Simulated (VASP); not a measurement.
# Rh in VASP: relaxation of the atoms with PBEsol

Aim: the relaxation of the atoms of Rh with PBEsol.

All numbers are computed with VASP 6.6.1; they aren't measurements. Logs are shortened: lines on timing, memory, paths and dates and some standing lists are left out, and cuts for length are marked.

## 1. The cell of the first run

The cell holds a slab with vacuum, 7 atoms: a = 2.673 Å, b = 2.673 Å, c = 29.093 Å, α = 90.00°, β = 90.00°, γ = 60.00°.

## 2. Relaxation of the atoms, PBEsol

INCAR

```
SYSTEM = Rh
  ALGO = Normal
  DIPOL = 0.5 0.5 0.500
  EDIFF = 1E-7
  EDIFFG = -0.01
  ENCUT = 520
  GGA = PS
  IBRION = 2
  IDIPOL = 3
  ISIF = 2
  ISMEAR = 1
  KPAR = 4
  LASPH = .TRUE.
  LCHARG = .FALSE.
  LDIPOL = .TRUE.
  LREAL = .FALSE.
  LWAVE = .FALSE.
  NELM = 60
  NSW = 60
  PREC = Accurate
  SIGMA = 0.1
```

KPOINTS

```
k-points
0
G
  14 14 1
  0 0 0
```

POSCAR

```
Rh
1.0
    2.6725144170      0.0000000000      0.0000000000
    1.3362572090      2.3144653770      0.0000000000
    0.0000000000      0.0000000000     29.0925933040
Rh
7
Direct
    0.0000000000      0.0000000000      0.2749840798
    0.3333333333      0.3333333333      0.3499893866
    0.6666666667      0.6666666667      0.4249946933
    0.0000000000      0.0000000000      0.5000000000
    0.3333333333      0.3333333333      0.5750053067
    0.6666666667      0.6666666667      0.6500106134
    0.0000000000      0.0000000000      0.7250159202
```

Potentials or basis: VASP PAW PBE potentials, release 64 (Rh_pv).

Command:

```console
$ cat potpaw_PBE.64/Rh_pv/POTCAR > POTCAR
$ mpirun -np 4 vasp_std > vasp.out
```

OUTCAR:

```text
SYSTEM = Rh
   EDIFF = 1E-7
   EDIFFG = -0.01
   ENCUT = 520
   GGA = PS
   IBRION = 2
   ISIF = 2
   ISMEAR = 1
   LASPH = .TRUE.
   LREAL = .FALSE.
   NELM = 60
   NSW = 60
   PREC = Accurate

 ion  position               nearest neighbor table
   1  0.000  0.000  0.275-   2 2.67   2 2.67   2 2.67
   2  0.333  0.333  0.350-   3 2.67   3 2.67   3 2.67   1 2.67   1 2.67   1 2.67
   3  0.667  0.667  0.425-   2 2.67   2 2.67   4 2.67   4 2.67   4 2.67   2 2.67
   4  0.000  0.000  0.500-   3 2.67   5 2.67   5 2.67   3 2.67   5 2.67   3 2.67
   5  0.333  0.333  0.575-   6 2.67   6 2.67   4 2.67   4 2.67   4 2.67   6 2.67
   6  0.667  0.667  0.650-   5 2.67   5 2.67   5 2.67   7 2.67   7 2.67   7 2.67
   7  0.000  0.000  0.725-   6 2.67   6 2.67   6 2.67

  LATTYP: Found a hexagonal cell.
 ALAT       =     2.6725144172
 C/A-ratio  =    10.8858508366

  Lattice vectors:

 A1 = (  -1.3362572090,  -2.3144653770,   0.0000000000)
 A2 = (   2.6725144170,   0.0000000000,   0.0000000000)
 A3 = (   0.0000000000,   0.0000000000,  29.0925933040)

Analysis of symmetry for initial positions (statically):
=====================================================================
 Subroutine PRICEL returns:
 Original cell was already a primitive cell.

 Routine SETGRP: Setting up the symmetry group for a
 hexagonal supercell.

 Subroutine GETGRP returns: Found 12 space group operations
 (whereof 12 operations were pure point group operations)
 out of a pool of 24 trial point group operations.

The static configuration has the point symmetry D_3d.

Analysis of symmetry for dynamics (positions and initial velocities):
=====================================================================
 Subroutine PRICEL returns:
 Original cell was already a primitive cell.

 Routine SETGRP: Setting up the symmetry group for a
 hexagonal supercell.

 Subroutine GETGRP returns: Found 12 space group operations
 (whereof 12 operations were pure point group operations)
 out of a pool of 24 trial point group operations.

The dynamic configuration has the point symmetry D_3d.

 Subroutine INISYM returns: Found 12 space group operations
 (whereof 12 operations are pure point group operations),
 and found     1 'primitive' translations

----------------------------------------------------------------------------------------

                                     Primitive cell

  volume of cell :     179.9506

  direct lattice vectors                    reciprocal lattice vectors
     2.672514417  0.000000000  0.000000000     0.374179459 -0.216032612  0.000000000
     1.336257209  2.314465377  0.000000000     0.000000000  0.432065223  0.000000000
     0.000000000  0.000000000 29.092593304     0.000000000  0.000000000  0.034373010

  length of vectors
     2.672514417  2.672514417 29.092593304     0.432065223  0.432065223  0.034373010

  position of ions in fractional coordinates (direct lattice)
     0.000000000  0.000000000  0.274984080
     0.333333333  0.333333333  0.349989387
     0.666666667  0.666666667  0.424994693
     0.000000000  0.000000000  0.500000000
     0.333333333  0.333333333  0.575005307
     0.666666667  0.666666667  0.650010613
     0.000000000  0.000000000  0.725015920

  ion indices of the primitive-cell ions
   primitive index   ion index
                 1           1
                 2           2
                 3           3
                 4           4
                 5           5
                 6           6
                 7           7

----------------------------------------------------------------------------------------

 KPOINTS: k-points

Automatic generation of k-mesh.
 Grid dimensions read from file:
 generate k-points for:   14   14    1

 Generating k-lattice:

  Cartesian coordinates                     Fractional coordinates (reciprocal lattice)
     0.026727104 -0.015430901  0.000000000     0.071428571  0.000000000  0.000000000
     0.000000000  0.030861802  0.000000000     0.000000000  0.071428571  0.000000000
     0.000000000  0.000000000  0.034373010     0.000000000  0.000000000  1.000000000

  Length of vectors
     0.030861802  0.030861802  0.034373010

  Shift w.r.t. Gamma in fractional coordinates (k-lattice)
     0.000000000  0.000000000  0.000000000

 Subroutine IBZKPT returns following result:
 ===========================================

 Found     24 irreducible k-points:

 Following reciprocal coordinates:
            Coordinates               Weight
  0.000000  0.000000  0.000000      1.000000
  0.071429 -0.000000  0.000000      6.000000
  0.142857 -0.000000  0.000000      6.000000
  0.214286 -0.000000  0.000000      6.000000
  0.285714 -0.000000  0.000000      6.000000
  0.357143 -0.000000  0.000000      6.000000
[... 16 lines left out ...]
 -0.428571  0.285714  0.000000      6.000000
 -0.357143  0.285714  0.000000      6.000000
   k-points           NKPTS =     24   k-points in BZ     NKDIM =     24   number of bands    NBANDS=     63
   number of dos      NEDOS =    301   number of ions     NIONS =      7
   total plane-waves  NPLWV =  86400
   dimension x,y,z NGX =    20 NGY =   20 NGZ =  216
   dimension x,y,z NGXF=    40 NGYF=   40 NGZF=  432
   ions per type =               7
   NGX,Y,Z   is equivalent  to a cutoff of  12.44, 12.44, 12.34 a.u.
   NGXF,Y,Z  is equivalent  to a cutoff of  24.88, 24.88, 24.69 a.u.
 SYSTEM =  Rh
   PREC   = accura    normal or accurate (medium, high low for compatibility)
   ISTART =      0    job   : 0-new  1-cont  2-samecut
   ICHARG =      2    charge: 1-file 2-atom 10-const
   ISPIN  =      1    spin polarized calculation?
   LNONCOLLINEAR =      F non collinear calculations
   LSORBIT =      F    spin-orbit coupling
   LASPH  =      T    aspherical Exc in radial PAW
   ENCUT  =  520.0 eV  38.22 Ry    6.18 a.u.   4.97  4.97 54.09*2*pi/ulx,y,z
   NELM   =     60;   NELMIN=  2; NELMDL= -5     # of ELM steps
   EDIFF  = 0.1E-06   stopping-criterion for ELM
   LREAL  =      F    real-space projection
   EDIFFG = -.1E-01   stopping-criterion for IOM
   NSW    =     60    number of steps for IOM
   IBRION =      2    ionic relax: 0-MD 1-quasi-New 2-CG
   NFREE  =      1    steps in history (QN), initial steepest desc. (CG)
   ISIF   =      2    stress and relaxation
   ISYM   =      2    0-nonsym 1-usesym 2-fastsym
   POTIM  = 0.5000    time-step for ionic-motion
   TEBEG  =    0.0;   TEEND  =   0.0 temperature during run
   PSTRESS=    0.0 pullay stress
   NELECT =     105.0000    total number of electrons
   NUPDOWN=      -1.0000    fix difference up-down
   EMIN   =  10.00;   EMAX   =-10.00  energy-range for DOS
   EFERMI =   0.00;   METHOD = LEGACY
   ISMEAR =     1;   SIGMA  =   0.10  broadening in eV -4-tet -1-fermi 0-gaus
   EFERMI_NEDOS =   21; number of points for ismear=-14 and -15
   IALGO  =     38    algorithm
   IMIX   =      4    mixing-type and parameters
     AMIX     =   0.40;   BMIX     =  1.00
     AMIX_MAG =   1.60;   BMIX_MAG =  1.00
  volume/ion in A,a.u.               =      25.71       173.48
  Fermi-wavevector in a.u.,A,eV,Ry     =   1.368002  2.585150 25.462360  1.871431
  Thomas-Fermi vector in A             =   2.494005
   LORBIT       =      0    0 simple, 1 ext, 2 COOP (PROOUT), +10 PAW based schemes
   GGA     = PS    functional components
   LHFCALC =     F    Hartree Fock is set to
   AEXX    =    0.0000 exact exchange contribution
   IVDW    =     0    specifies the selected vdW correction
   LEPSILON=     F    determine dielectric tensor
   LRPA    =     F    only Hartree local field effects (RPA)
 conjugate gradient relaxation of ions
 non-spin polarized calculation
 Methfessel and Paxton  Order N= 1 SIGMA  =   0.10
  energy-cutoff  :      520.00
  volume of cell :      179.95
 maximum number of plane-waves:      4919
   NGX =  9   NGY =  9   NGZ =109

--------------------------------------- Ionic step        1  -------------------------------------------

 number of electron     105.0000015 magnetization

 Free energy of the ion-electron system (eV)
  ---------------------------------------------------
  ext. energy  EPLUGINS =         0.00000000
  ---------------------------------------------------
  free energy    TOTEN  =       -55.09885208 eV

  energy without entropy =      -55.09969255  energy(sigma->0) =      -55.09913224

------------------------ aborting loop because EDIFF is reached ----------------------------------------

  FORCE on cell =-STRESS in cart. coord.  units (eV):
  Direction    XX          YY          ZZ          XY          YZ          ZX
  --------------------------------------------------------------------------------------
  -------------------------------------------------------------------------------------
  Total       -3.0293468     -3.0293468     -2.2879459     -0.0000000      0.0000000     -0.0000000
  in kB      -26.9715805    -26.9715805    -20.3705690     -0.0000000      0.0000000     -0.0000000
  external PRESSURE =     -24.7712433 kB  Pullay stress =       0.0000000 kB
[... 104 lines left out ...]
  FREE ENERGIE OF THE ION-ELECTRON SYSTEM (eV)
  ---------------------------------------------------
  free  energy   TOTEN  =       -55.1164971213 eV

  energy  without entropy=      -55.1179520015  energy(sigma->0) =      -55.11698208

 vacuum level on the upper side and lower side of the slab       (xc-potential included)         0.000         0.000

[... ionic steps 4 to 7 ...]

--------------------------------------- Ionic step        8  -------------------------------------------

 number of electron     105.0000006 magnetization

------------------------ aborting loop because EDIFF is reached ----------------------------------------
[... 36 lines left out ...]
--------------------------------------- Ionic step        9  -------------------------------------------

 number of electron     105.0000005 magnetization

 dipolmoment           0.000000      0.000000      0.000000 electrons x Angstroem

------------------------ aborting loop because EDIFF is reached ----------------------------------------

  FORCE on cell =-STRESS in cart. coord.  units (eV):
  Direction    XX          YY          ZZ          XY          YZ          ZX
  --------------------------------------------------------------------------------------
  -------------------------------------------------------------------------------------
  Total       -2.2961298     -2.2961298     -0.0592233     -0.0000000     -0.0000000     -0.0000000
  in kB      -20.4434335    -20.4434335     -0.5272907     -0.0000000     -0.0000000     -0.0000000
  external PRESSURE =     -13.8047192 kB  Pullay stress =       0.0000000 kB
[... 28 lines left out ...]
--------------------------------------- Ionic step       10  -------------------------------------------

 number of electron     105.0000005 magnetization

 dipolmoment           0.000000      0.000000     -0.000000 electrons x Angstroem

 Free energy of the ion-electron system (eV)
  ---------------------------------------------------
  ext. energy  EPLUGINS =         0.00000000
  ---------------------------------------------------
  free energy    TOTEN  =       -55.11973513 eV

  energy without entropy =      -55.12147757  energy(sigma->0) =      -55.12031594

 E-fermi :   3.8451     XC(G=0):  -8.1392

 val. band max:        3.8246327255   @ k =   0.3571   0.0714   0.0000
 cond. band min:       3.8472304068   @ k =   0.2857  -0.0000   0.0000
 fundamental gap:      0.0225976812
 Fermi energy:         3.8451344302

 k-point     1 :       0.0000    0.0000    0.0000
  band No.  band energies     occupation
      1     -43.3026      2.00000
      2     -43.2394      2.00000
      3     -43.0015      2.00000
      4     -42.8217      2.00000
      5     -42.6596      2.00000
      6     -42.6596      2.00000
[... 1573 lines left out ...]
     62      11.4975      0.00000
     63      11.9222      0.00000

------------------------ aborting loop because EDIFF is reached ----------------------------------------

 vacuum level on the upper side and lower side of the slab       (xc-potential included)        -0.008        -0.008

  FORCE on cell =-STRESS in cart. coord.  units (eV):
  Direction    XX          YY          ZZ          XY          YZ          ZX
  --------------------------------------------------------------------------------------
  -------------------------------------------------------------------------------------
  Total       -2.2879834     -2.2879834     -0.0491173     -0.0000000      0.0000000     -0.0000000
  in kB      -20.3709022    -20.3709022     -0.4373121     -0.0000000      0.0000000     -0.0000000
  external PRESSURE =     -13.7263722 kB  Pullay stress =       0.0000000 kB
[... 22 lines left out ...]
  FREE ENERGIE OF THE ION-ELECTRON SYSTEM (eV)
  ---------------------------------------------------
  free  energy   TOTEN  =       -55.1197351324 eV

  energy  without entropy=      -55.1214775665  energy(sigma->0) =      -55.12031594

 reached required accuracy - stopping structural energy minimisation

 vacuum level on the upper side and lower side of the slab         9.133         9.133
```

Wall time 11 min (4 MPI ranks of Intel Xeon Platinum 8259CL at 2.50GHz (Skylake/Cascade Lake), shared host); peak memory 0.4 GiB.

What came out:

* Free energy: -55.1197 eV
* Energy gained by relaxing: 3.0 meV/atom
* Ionic steps: 10
* Band gap on the k mesh: zero (an odd number of electrons rules out a gap without spin polarisation)

Forces on the atoms (eV/Å):
```
Rh   0.000  0.000  0.000
Rh   0.000  0.000 -0.003
Rh   0.000  0.000  0.003
Rh   0.000  0.000  0.000
Rh   0.000  0.000 -0.003
Rh   0.000  0.000  0.003
Rh   0.000  0.000  0.000
```

The path:
```tsv
step	energy change (eV)	largest force (eV/Å)	pressure (GPa)
1	0.0000	0.3698	-2.48
2	-0.0154	0.1548	-2.13
3	-0.0176	0.1092	-1.92
4	-0.0186	0.0458	-1.86
5	-0.0187	0.0636	-1.84
6	-0.0195	0.0542	-1.75
7	-0.0207	0.0254	-1.48
8	-0.0209	0.0145	-1.36
9	-0.0209	0.0116	-1.38
10	-0.0209	0.0029	-1.37
```

Final structure:
```
Rh
1.0
     2.67251    0.00000    0.00000
     1.33626    2.31447    0.00000
     0.00000    0.00000   29.09259
Rh
7
Direct
  0.00000 0.00000 0.27686
  0.33333 0.33333 0.35043
  0.66667 0.66667 0.42466
  0.00000 0.00000 0.50000
  0.33333 0.33333 0.57534
  0.66667 0.66667 0.64957
  0.00000 0.00000 0.72314
```

Levels at points of the mesh, in eV from the Fermi level:
| k point | band 49 | band 50 | band 51 | band 52 | band 53 | band 54 |
| --- | --- | --- | --- | --- | --- | --- |
| (0.00, 0.00, 0.00) | -1.09 | -1.03 | -1.03 | -0.94 | -0.94 | -0.78 |
| (0.50, 0.00, 0.00) | 0.60 | 0.61 | 0.72 | 0.73 | 0.79 | 0.94 |

Caveat: the PAW data sets were made with another functional, which shifts forces and pressure a little.

The gap in the log of VASP goes by the Fermi energy; the results here count the filled bands.